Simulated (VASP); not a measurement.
# PtS2 (P-3m1) in VASP: notebook, part 2 of 2

VASP 6.6.1. The steps go on from the part before.

### 4 Single point, PBE (23.99 Å³/atom)

The input, INCAR:

```
SYSTEM = PtS2
ALGO = Normal ; EDIFF = 1E-7
ENCUT = 520 ; GGA = PE
ISIF = 2 ; ISMEAR = 0
LASPH = .TRUE. ; LCHARG = .TRUE.
LELF = .TRUE. ; LREAL = .FALSE.
LVHAR = .TRUE. ; LWAVE = .FALSE.
NBANDS = 18 ; NELM = 80
PREC = Accurate ; SIGMA = 0.05
```

The input, KPOINTS:

```
k-points
0
G
  12 12 6
  0 0 0
```

The input, POSCAR:

```
PtS2
1.0
    3.6867690674      0.0000000000      0.0000000000
   -1.8433845337      3.1928356702      0.0000000000
    0.0000000000      0.0000000000      6.1141378213
Pt S
1 2
Direct
    0.0000000000      0.0000000000      0.0000000000
    0.3333333333      0.6666666667      0.1909514332
    0.6666666667      0.3333333333      0.8090485668
```

Potentials or basis: VASP PAW PBE potentials, release 64 (Pt, S).

Command:

```sh
$ cat potpaw_PBE.64/Pt/POTCAR potpaw_PBE.64/S/POTCAR > POTCAR
$ mpirun -np 1 vasp_std > vasp.out
```

OUTCAR:

```text
SYSTEM = PtS2
   EDIFF = 1E-7
   ENCUT = 520
   GGA = PE
   ISIF = 2
   ISMEAR = 0
   LASPH = .TRUE.
   LREAL = .FALSE.
   NELM = 80
   PREC = Accurate

 ion  position               nearest neighbor table
   1  0.000  0.000  0.000-   2 2.43   3 2.43   2 2.43   3 2.43   3 2.43   2 2.43
   2  0.333  0.667  0.191-   1 2.43   1 2.43   1 2.43
   3  0.667  0.333  0.809-   1 2.43   1 2.43   1 2.43

  LATTYP: Found a hexagonal cell.
 ALAT       =     3.6867690674
 C/A-ratio  =     1.6584000000

  Lattice vectors:

 A1 = (   3.6867690674,   0.0000000000,   0.0000000000)
 A2 = (  -1.8433845337,   3.1928356702,   0.0000000000)
 A3 = (   0.0000000000,   0.0000000000,   6.1141378213)

Analysis of symmetry for initial positions (statically):
=====================================================================
 Subroutine PRICEL returns:
 Original cell was already a primitive cell.

 Routine SETGRP: Setting up the symmetry group for a
 hexagonal supercell.

 Subroutine GETGRP returns: Found 12 space group operations
 (whereof 12 operations were pure point group operations)
 out of a pool of 24 trial point group operations.

[... 163 lines left out ...]

 E-fermi :   3.4318     XC(G=0):  -8.9555

 val. band max:        3.2189863492   @ k =   0.1667   0.0833   0.0000
 cond. band min:       4.4096028821   @ k =   0.0000   0.2500   0.3333
 fundamental gap:      1.1906165329
 Fermi energy:         3.4318226615

 k-point     1 :       0.0000    0.0000    0.0000
  band No.  band energies     occupation
      1     -10.8739      2.00000
      2      -8.5215      2.00000
      3      -2.5453      2.00000
      4      -2.5453      2.00000
      5      -1.9921      2.00000
      6       0.2198      2.00000
[... 481 lines left out ...]
      5      -1.6595      2.00000
      6      -0.3133      2.00000
[... 10 lines left out ...]
     17      12.4645      0.00000
     18      12.4777      0.00000

 [... further k-points ...]

------------------------ aborting loop because EDIFF is reached ----------------------------------------

  FORCE on cell =-STRESS in cart. coord.  units (eV):
  Direction    XX          YY          ZZ          XY          YZ          ZX
  --------------------------------------------------------------------------------------
  -------------------------------------------------------------------------------------
  Total       -2.4186594     -2.4186594     -0.0975320      0.0000000      0.0000000      0.0000000
  in kB      -53.8427917    -53.8427917     -2.1712017      0.0000000      0.0000000      0.0000000
  external PRESSURE =     -36.6189284 kB  Pullay stress =       0.0000000 kB

 VOLUME and BASIS-vectors are now :
 -----------------------------------------------------------------------------
  energy-cutoff  :      520.00
  volume of cell :       71.97
      direct lattice vectors                 reciprocal lattice vectors
     3.686769067  0.000000000  0.000000000     0.271240206  0.156600606  0.000000000
    -1.843384534  3.192835670  0.000000000     0.000000000  0.313201211  0.000000000
     0.000000000  0.000000000  6.114137821     0.000000000  0.000000000  0.163555358

 POSITION                                       TOTAL-FORCE (eV/Angst)
 -----------------------------------------------------------------------------------
      0.00000      0.00000      0.00000         0.000000      0.000000      0.000000
     -0.00000      2.12856      1.16750         0.000000      0.000000     -0.030625
      1.84338      1.06428      4.94663        -0.000000     -0.000000      0.030625
 -----------------------------------------------------------------------------------
    total drift:                               -0.000000     -0.000000     -0.000000

  FREE ENERGIE OF THE ION-ELECTRON SYSTEM (eV)
  ---------------------------------------------------
  free  energy   TOTEN  =       -15.3916581509 eV

  energy  without entropy=      -15.3916581509  energy(sigma->0) =      -15.39165815
```

OSZICAR:

```text
N       E                     dE             d eps       ncg     rms          rms(c)
DAV:   1     0.114544842871E+03    0.11454E+03   -0.99609E+03  3632   0.105E+03
DAV:   2    -0.104708888716E+02   -0.12502E+03   -0.12078E+03  4476   0.212E+02
DAV:   3    -0.167068102278E+02   -0.62359E+01   -0.61916E+01  4588   0.487E+01
DAV:   4    -0.167882611712E+02   -0.81451E-01   -0.81399E-01  4674   0.603E+00
DAV:   5    -0.167900612058E+02   -0.18000E-02   -0.17999E-02  4630   0.861E-01    0.158E+01
DAV:   6    -0.157250603063E+02    0.10650E+01   -0.70125E+00  3752   0.250E+01    0.109E+01
DAV:   7    -0.154072248182E+02    0.31784E+00   -0.14285E+00  3748   0.117E+01    0.523E+00
DAV:   8    -0.153960829496E+02    0.11142E-01   -0.95748E-02  4112   0.190E+00    0.117E+00
DAV:   9    -0.153913785860E+02    0.47044E-02   -0.12040E-02  4288   0.109E+00    0.281E-01
DAV:  10    -0.153915687943E+02   -0.19021E-03   -0.20022E-03  4326   0.263E-01    0.101E-01
DAV:  11    -0.153916549138E+02   -0.86119E-04   -0.12987E-04  4092   0.986E-02    0.452E-02
DAV:  12    -0.153916565123E+02   -0.15986E-05   -0.19349E-05  4516   0.397E-02    0.119E-02
DAV:  13    -0.153916578526E+02   -0.13402E-05   -0.31996E-06  3992   0.116E-02    0.303E-03
DAV:  14    -0.153916581055E+02   -0.25292E-06   -0.27991E-07  4892   0.434E-03    0.103E-03
DAV:  15    -0.153916581509E+02   -0.45456E-07   -0.21794E-08  2826   0.920E-04
   1 F= -.15391658E+02 E0= -.15391658E+02  d E =-.802317E-11
```

stdout:

```text
POSCAR found type information on POSCAR PtS
 POSCAR found :  2 types and       3 ions
 scaLAPACK will be used
 LDA part: xc-table for (Slater+PW92), standard interpolation
 POSCAR, INCAR and KPOINTS ok, starting setup
 FFT: planning ... GRIDC
 FFT: planning ... GRID_SOFT
 FFT: planning ... GRID
 WAVECAR not read
 entering main loop
```

It took 91 s on 1 thread of AMD EPYC 7R13 (Zen 3), shared host; peak memory 0.24 GiB.

What came out:

- Free energy: -15.3917 eV
- Pressure: -3.7 GPa
- Largest force: 0.031 eV/Å
- Band gap on the k mesh: 1.19 eV (least direct gap 1.30 eV)

Forces in eV/Å, atoms in the order of the input:
```
Pt   0.000  0.000  0.000
S    0.000  0.000 -0.031
S    0.000  0.000  0.031
```

Stress tensor (GPa, compression positive):
```
-5.38  0.00  0.00
 0.00 -5.38  0.00
 0.00  0.00 -0.22
```

Levels at points of the mesh, in eV from the valence-band top:
```csv
k point,band 7,band 8,band 9,band 10,band 11,band 12,band 13,band 14,band 15,band 16
"(0.00, 0.00, 0.00)",-3.00,-1.03,-0.69,-0.69,-0.34,2.74,2.74,4.98,5.67,8.23
"(0.50, 0.00, 0.00)",-2.51,-2.50,-2.43,-1.83,-1.62,2.13,2.66,5.36,6.72,8.67
"(0.00, 0.00, 0.50)",-3.00,-1.20,-0.76,-0.71,-0.71,2.81,2.81,5.73,6.39,7.60
"(0.50, 0.00, 0.50)",-2.50,-2.47,-2.43,-1.92,-1.21,2.23,2.54,5.25,6.36,8.23
```

Caveat: the stress differs along the axes, from -5 to -0 GPa; spin-orbit coupling is left out, which moves the levels of the heavy elements; this functional lacks dispersion, which binds layers or chains, so the pressure and a relaxed spacing across them are unreliable. A k mesh can miss the band edges.

### 5 Single point, PBE (23.99 Å³/atom)

The input, INCAR:

```
SYSTEM = PtS2
PREC = Accurate
ENCUT = 520
EDIFF = 1E-6
ISMEAR = 0
SIGMA = 0.05
LREAL = .FALSE.
LASPH = .TRUE.
NELM = 80
ALGO = Normal
ISIF = 2
LWAVE = .FALSE.
LCHARG = .FALSE.
GGA = PE
NBANDS = 18
```

The input, KPOINTS:

```
Automatic mesh
0
G
  12 12 6
  0 0 0
```

The input, POSCAR:

```
PtS2
1.0
    3.4697196335      0.0000000000      0.0000000000
   -1.7348598167      3.0048653466      0.0000000000
    0.0000000000      0.0000000000      6.9030072108
Pt S
1 2
Direct
    0.0000000000      0.0000000000      0.0000000000
    0.3333333333      0.6666666667      0.1867377325
    0.6666666667      0.3333333333      0.8132622675
```

Potentials or basis: VASP PAW PBE potentials, release 64 (Pt, S).

Command:

```sh
$ cat potpaw_PBE.64/Pt/POTCAR potpaw_PBE.64/S/POTCAR > POTCAR
$ mpirun -np 1 vasp_std > vasp.out
```

OUTCAR:

```text
SYSTEM = PtS2
   PREC = Accurate
   ENCUT = 520
   EDIFF = 1E-6
   ISMEAR = 0
   LREAL = .FALSE.
   LASPH = .TRUE.
   NELM = 80
   ISIF = 2
   GGA = PE

 ion  position               nearest neighbor table
   1  0.000  0.000  0.000-   2 2.38   3 2.38   2 2.38   3 2.38   3 2.38   2 2.38
   2  0.333  0.667  0.187-   1 2.38   1 2.38   1 2.38
   3  0.667  0.333  0.813-   1 2.38   1 2.38   1 2.38

  LATTYP: Found a hexagonal cell.
 ALAT       =     3.4697196335
 C/A-ratio  =     1.9895000000

  Lattice vectors:

 A1 = (   3.4697196335,   0.0000000000,   0.0000000000)
 A2 = (  -1.7348598167,   3.0048653466,   0.0000000000)
 A3 = (   0.0000000000,   0.0000000000,   6.9030072108)

Analysis of symmetry for initial positions (statically):
=====================================================================
 Subroutine PRICEL returns:
 Original cell was already a primitive cell.

 Routine SETGRP: Setting up the symmetry group for a
 hexagonal supercell.

 Subroutine GETGRP returns: Found 12 space group operations
 (whereof 12 operations were pure point group operations)
 out of a pool of 24 trial point group operations.

The static configuration has the point symmetry D_3d.

Analysis of symmetry for dynamics (positions and initial velocities):
=====================================================================
 Subroutine PRICEL returns:
 Original cell was already a primitive cell.

 Routine SETGRP: Setting up the symmetry group for a
 hexagonal supercell.

 Subroutine GETGRP returns: Found 12 space group operations
 (whereof 12 operations were pure point group operations)
 out of a pool of 24 trial point group operations.

The dynamic configuration has the point symmetry D_3d.

 Subroutine INISYM returns: Found 12 space group operations
 (whereof 12 operations are pure point group operations),
 and found     1 'primitive' translations

[... 116 lines left out ...]
     AMIX_MAG =   1.60;   BMIX_MAG =  1.00
  volume/ion in A,a.u.               =      23.99       161.89
  Fermi-wavevector in a.u.,A,eV,Ry     =   1.102799  2.083989 16.546947  1.216166
  Thomas-Fermi vector in A             =   2.239248
   LORBIT       =      0    0 simple, 1 ext, 2 COOP (PROOUT), +10 PAW based schemes
   GGA     = PE    functional components
   LHFCALC =     F    Hartree Fock is set to
   AEXX    =    0.0000 exact exchange contribution
   IVDW    =     0    specifies the selected vdW correction
   LEPSILON=     F    determine dielectric tensor
   LRPA    =     F    only Hartree local field effects (RPA)
 non-spin polarized calculation
 Gauss-broadening in eV      SIGMA  =   0.05
  energy-cutoff  :      520.00
  volume of cell :       71.97
 maximum number of plane-waves:      1969
 NGX is ok and might be reduce to    28
   NGX = 13   NGY = 13   NGZ = 25

 number of electron      21.9999999 magnetization

 Free energy of the ion-electron system (eV)
  ---------------------------------------------------
  ext. energy  EPLUGINS =         0.00000000
  ---------------------------------------------------
  free energy    TOTEN  =       -15.40024581 eV

  energy without entropy =      -15.40024581  energy(sigma->0) =      -15.40024581

 E-fermi :   3.3056     XC(G=0):  -8.8079

 val. band max:        3.0830288034   @ k =   0.0833   0.0833   0.5000
 cond. band min:       4.7020488895   @ k =   0.0000   0.2500   0.3333
 fundamental gap:      1.6190200862
 Fermi energy:         3.3056034070

 k-point     1 :       0.0000    0.0000    0.0000
  band No.  band energies     occupation
      1     -11.1553      2.00000
      2      -9.0335      2.00000
      3      -2.5966      2.00000
      4      -2.5027      2.00000
      5      -2.5027      2.00000
      6       0.0620      2.00000
[... 481 lines left out ...]
      5      -2.1933      2.00000
      6      -0.5439      2.00000
[... 10 lines left out ...]
     17      12.2666      0.00000
     18      13.2327      0.00000

 [... further k-points ...]

------------------------ aborting loop because EDIFF is reached ----------------------------------------

  FORCE on cell =-STRESS in cart. coord.  units (eV):
  Direction    XX          YY          ZZ          XY          YZ          ZX
  --------------------------------------------------------------------------------------
  -------------------------------------------------------------------------------------
  Total        2.1089205      2.1089205     -0.1459490      0.0000000      0.0000000     -0.0000000
  in kB       46.9475648     46.9475648     -3.2490313      0.0000000      0.0000000     -0.0000000
  external PRESSURE =      30.2153661 kB  Pullay stress =       0.0000000 kB

 VOLUME and BASIS-vectors are now :
 -----------------------------------------------------------------------------
  energy-cutoff  :      520.00
  volume of cell :       71.97
      direct lattice vectors                 reciprocal lattice vectors
     3.469719634  0.000000000  0.000000000     0.288207724  0.166396807  0.000000000
    -1.734859817  3.004865347  0.000000000     0.000000000  0.332793615  0.000000000
     0.000000000  0.000000000  6.903007211     0.000000000  0.000000000  0.144864400

 POSITION                                       TOTAL-FORCE (eV/Angst)
 -----------------------------------------------------------------------------------
      0.00000      0.00000      0.00000         0.000000      0.000000      0.000000
     -0.00000      2.00324      1.28905        -0.000000     -0.000000     -0.042312
      1.73486      1.00162      5.61396         0.000000      0.000000      0.042312
 -----------------------------------------------------------------------------------
    total drift:                               -0.000000      0.000000     -0.000000

  FREE ENERGIE OF THE ION-ELECTRON SYSTEM (eV)
  ---------------------------------------------------
  free  energy   TOTEN  =       -15.4002458065 eV

  energy  without entropy=      -15.4002458065  energy(sigma->0) =      -15.40024581
```

OSZICAR:

```text
N       E                     dE             d eps       ncg     rms          rms(c)
DAV:   1     0.119658581611E+03    0.11966E+03   -0.99883E+03  3624   0.106E+03
DAV:   2    -0.994243285684E+01   -0.12960E+03   -0.12479E+03  4412   0.213E+02
DAV:   3    -0.166600694367E+02   -0.67176E+01   -0.66698E+01  4658   0.504E+01
DAV:   4    -0.167518166072E+02   -0.91747E-01   -0.91692E-01  4796   0.634E+00
DAV:   5    -0.167538971466E+02   -0.20805E-02   -0.20804E-02  4734   0.920E-01    0.183E+01
DAV:   6    -0.156292188323E+02    0.11247E+01   -0.58875E+00  3784   0.237E+01    0.115E+01
DAV:   7    -0.154253481463E+02    0.20387E+00   -0.12175E+00  3752   0.112E+01    0.556E+00
DAV:   8    -0.154033610777E+02    0.21987E-01   -0.67404E-02  4310   0.206E+00    0.105E+00
DAV:   9    -0.153999461340E+02    0.34149E-02   -0.11659E-02  4052   0.106E+00    0.217E-01
DAV:  10    -0.154002134447E+02   -0.26731E-03   -0.17454E-03  4472   0.274E-01    0.116E-01
DAV:  11    -0.154002392816E+02   -0.25837E-04   -0.85287E-05  4274   0.779E-02    0.500E-02
DAV:  12    -0.154002437141E+02   -0.44325E-05   -0.15528E-05  4072   0.357E-02    0.181E-02
DAV:  13    -0.154002453101E+02   -0.15960E-05   -0.27086E-06  4714   0.121E-02    0.504E-03
DAV:  14    -0.154002458065E+02   -0.49646E-06   -0.48320E-07  3086   0.481E-03
   1 F= -.15400246E+02 E0= -.15400246E+02  d E =-.661753E-12
```

stdout:

```text
POSCAR found type information on POSCAR PtS
 POSCAR found :  2 types and       3 ions
 scaLAPACK will be used
 LDA part: xc-table for (Slater+PW92), standard interpolation
 POSCAR, INCAR and KPOINTS ok, starting setup
 FFT: planning ... GRIDC
 FFT: planning ... GRID_SOFT
 FFT: planning ... GRID
 WAVECAR not read
 entering main loop
```

It took 85 s on 1 thread of AMD EPYC 7R13 (Zen 3), shared host; peak memory 0.25 GiB.

Results:

| Quantity | Value |
| --- | --- |
| Free energy | -15.4002 eV |
| Pressure | 3.0 GPa |
| Largest force | 0.042 eV/Å |
| Band gap on the k mesh | 1.62 eV (least direct gap 1.77 eV) |

Forces in eV/Å, atoms in the order of the input:
```
Pt   0.000  0.000  0.000
S    0.000  0.000 -0.042
S    0.000  0.000  0.042
```

Caveat: the stress differs along the axes, from -0 to 5 GPa; spin-orbit coupling is left out, which moves the levels of the heavy elements; this functional lacks dispersion, which binds layers or chains, so the pressure and a relaxed spacing across them are unreliable. Expect the measured gap to be larger: semilocal functionals such as PBE lack the derivative discontinuity.

### 6 Single point, PBE (25.91 Å³/atom)

This run uses another cell than the first one, of 25.91 Å³/atom.

The input, INCAR:

```
PREC     = Accurate       # precision mode
ENCUT    = 520            # plane-wave cutoff, eV
EDIFF    = 1E-6           # SCF threshold, eV
ISMEAR   = 0              # smearing method
SIGMA    = 0.05           # smearing width, eV
LREAL    = False          # projectors in reciprocal space
LASPH    = True           # aspherical terms in the spheres
NELM     = 60             # most SCF steps
ALGO     = Normal         # electronic algorithm
ISIF     = 2              # what is computed and relaxed
LWAVE    = False          # write WAVECAR
LCHARG   = False          # write CHGCAR
GGA      = PE             # functional
NBANDS   = 18             # bands
```

The input, KPOINTS:

```
Automatic mesh
0
Gamma
  12 12 6
```

The input, POSCAR:

```
PtS2
1.0
    3.4535594409      0.0000000000      0.0000000000
   -1.7267797204      2.9908702093      0.0000000000
    0.0000000000      0.0000000000      7.5253060216
Pt S
1 2
Direct
    0.0000000000      0.0000000000      0.0000000000
    0.3333333333      0.6666666667      0.1726067373
    0.6666666667      0.3333333333      0.8273932627
```

Potentials or basis: VASP PAW PBE potentials, release 64 (Pt, S).

Command:

```sh
$ cat potpaw_PBE.64/Pt/POTCAR potpaw_PBE.64/S/POTCAR > POTCAR
$ mpirun -np 1 vasp_std > vasp.out
```

It took 93 s on 1 thread of AMD EPYC 7R13 (Zen 3), shared host; peak memory 0.26 GiB.

Results (log left out):

- Free energy: -15.3762 eV
- Pressure: 3.2 GPa
- Largest force: 0.045 eV/Å
- Band gap on the k mesh: 1.73 eV (least direct gap 1.90 eV)

Forces in eV/Å, atoms in the order of the input:
```
Pt   0.000  0.000  0.000
S    0.000  0.000 -0.045
S    0.000  0.000  0.045
```

Stress tensor (GPa, compression positive):
```
 5.03  0.00  0.00
 0.00  5.03  0.00
 0.00  0.00 -0.35
```

Levels at points of the mesh, in eV from the valence-band top:
```tsv
k point	band 8	band 9	band 10	band 11	band 12	band 13	band 14	band 15
(0.00, 0.00, 0.00)	-1.15	-0.83	-0.14	-0.14	3.23	3.23	5.22	6.22
(0.50, 0.00, 0.00)	-2.09	-1.81	-1.72	-1.61	2.96	2.99	5.50	6.69
(0.00, 0.00, 0.50)	-1.10	-1.03	-0.14	-0.14	3.23	3.23	5.90	6.75
(0.50, 0.00, 0.50)	-2.09	-1.80	-1.65	-1.61	2.98	3.04	5.35	6.50
```

Caveat: the stress differs along the axes, from -0 to 5 GPa; spin-orbit coupling is left out, which moves the levels of the heavy elements; this functional lacks dispersion, which binds layers or chains, so the pressure and a relaxed spacing across them are unreliable. A k mesh can miss the band edges.

### 7 Overview

```tsv
cell	gap on the mesh (eV)	pressure (GPa)	largest force (eV/Å)
a = 3.800, b = 3.800, c = 5.754 Å, angles 90.0, 90.0, 120.0°, 3 atoms, atomic positions A	0.91	-6.7	0.02
a = 3.366, b = 3.366, c = 7.335 Å, angles 90.0, 90.0, 120.0°, 3 atoms, atomic positions B	1.48	6.3	0.05
a = 3.687, b = 3.687, c = 6.114 Å, angles 90.0, 90.0, 120.0°, 3 atoms, atomic positions C	1.19	-3.7	0.03
a = 3.470, b = 3.470, c = 6.903 Å, angles 90.0, 90.0, 120.0°, 3 atoms, atomic positions D	1.62	3.0	0.04
a = 3.454, b = 3.454, c = 7.525 Å, angles 90.0, 90.0, 120.0°, 3 atoms, atomic positions E	1.73	3.2	0.04
```

Alike in all rows: task single point; level PBE; potentials or basis VASP PAW PBE potentials, release 64 (Pt, S); no spin polarisation; k mesh 12 × 12 × 6; cutoff (eV) 520; smearing gaussian 0.05 eV.

Caveats: spin-orbit coupling is left out, which moves the levels of the heavy elements; this functional lacks dispersion, which binds layers or chains, so the pressure and a relaxed spacing across them are unreliable; the stress differs along the axes, from -0 to 5 GPa (at least some runs); the stress differs along the axes, from -10 to -0 GPa (at least some runs); the stress differs along the axes, from -0 to 10 GPa (at least some runs); the stress differs along the axes, from -5 to -0 GPa (at least some runs).

Absolute energies hang on the potentials; compare differences alone.
